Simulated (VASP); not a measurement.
Write the native input for VASP 6.6.1 that does the following.

```yaml
Task: single point
Functional: PBE
Potentials_or_basis: VASP PAW PBE potentials, release 64 (Ga_d, N)
Cutoff: 520 eV
k_mesh: 10 × 10 × 10
Occupations: fermi-dirac, width 0.05 eV
Spin: no spin polarisation
Dipole_correction: no
Further_INCAR_settings: ALGO = Normal; EDIFF = 1e-07; NBANDS = 16
```

The structure of GaN lies in POSCAR:

```
GaN
1.0
    2.9806400000      0.0000000000      0.0000000000
   -1.4903200000      2.5813100000      0.0000000000
    0.0000000000      0.0000000000      2.6833700000
Ga N
1 1
Direct
    0.6666700000      0.3333300000      0.5000000000
    0.0000000000      0.0000000000      0.0000000000
```

These files were run (other wordings do the same):

INCAR

```
SYSTEM = GaN
ALGO = Normal ; EDIFF = 1E-7
ENCUT = 520 ; GGA = PE
ISIF = 2 ; ISMEAR = -1
LASPH = .TRUE. ; LCHARG = .FALSE.
LREAL = .FALSE. ; LWAVE = .FALSE.
NBANDS = 16 ; NELM = 60
PREC = Accurate ; SIGMA = 0.05
```

KPOINTS

```
k-points
0
G
  10 10 10
  0 0 0
```

Potentials or basis: VASP PAW PBE potentials, release 64 (Ga_d, N).

Command:

```console
$ cat potpaw_PBE.64/Ga_d/POTCAR potpaw_PBE.64/N/POTCAR > POTCAR
$ mpirun -np 1 vasp_std > vasp.out
```

It gave:

```
Pressure               : 0.7 GPa
Band gap on the k mesh : zero (band 9 reaches 7.76 eV, above the bottom of band 10 at 6.72 eV)
```

It took 27 s on 1 thread of Intel(R) Xeon(R) Platinum 8488C (Sapphire Rapids), with other jobs on the host, peak memory 0.18 GiB.
